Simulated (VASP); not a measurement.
Write the native input for VASP 6.6.1 that does the following.

* Task: single point
* Functional: PBE
* Potentials or basis: VASP PAW PBE potentials, release 64 (Cu, O)
* Cutoff: 600 eV
* k mesh: 9 × 9 × 5
* Occupations: methfessel-paxton, width 0.1 eV
* Spin: no spin polarisation
* Dipole correction: no
* Further INCAR settings: ALGO = Normal; EDIFF = 1e-06; NBANDS = 25

The structure of CuO lies in POSCAR:

```
CuO
1.0
    2.3418500000     -1.7113000000      0.0000000000
    2.3418500000      1.7113000000      0.0000000000
   -0.8500274300      0.0000000000      5.0578693900
Cu O
2 2
Direct
    0.0000000000      0.5000000000      0.0000000000
    0.5000000000      0.0000000000      0.5000000000
    0.5816000000      0.4184000000      0.2500000000
    0.4184000000      0.5816000000      0.7500000000
```

The input as run:

INCAR

```
ALGO     = Normal         # electronic algorithm
EDIFF    = 1E-6           # SCF threshold, eV
ENCUT    = 600            # plane-wave cutoff, eV
GGA      = PE             # functional
GGA_COMPAT= False        
ISIF     = 2              # what is computed and relaxed
ISMEAR   = 1              # smearing method
LASPH    = True           # aspherical terms in the spheres
LCHARG   = False          # write CHGCAR
LREAL    = False          # projectors in reciprocal space
LWAVE    = False          # write WAVECAR
NBANDS   = 25             # bands
NELM     = 120            # most SCF steps
PREC     = Accurate       # precision mode
SIGMA    = 0.1            # smearing width, eV
```

KPOINTS

```
k-points
0
Gamma
  9 9 5
```

Potentials or basis: VASP PAW PBE potentials, release 64 (Cu, O).

Command:

```sh
$ cat potpaw_PBE.64/Cu/POTCAR potpaw_PBE.64/O/POTCAR > POTCAR
$ mpirun -np 1 vasp_std > vasp.out
```

Results of the run:

- Pressure: 6.3 GPa
- Largest force: 0.221 eV/Å
- Band gap on the k mesh: zero (bands 17 and 18 overlap by 0.55 eV)

Caveat: the cell stands under pressure; semilocal functionals often make such compounds metallic where correlation or magnetic order opens a gap, which also shifts bond lengths.

Run time: 2.6 min on 1 thread of Intel Xeon 8259CL, on a shared host, peak memory 0.25 GiB.
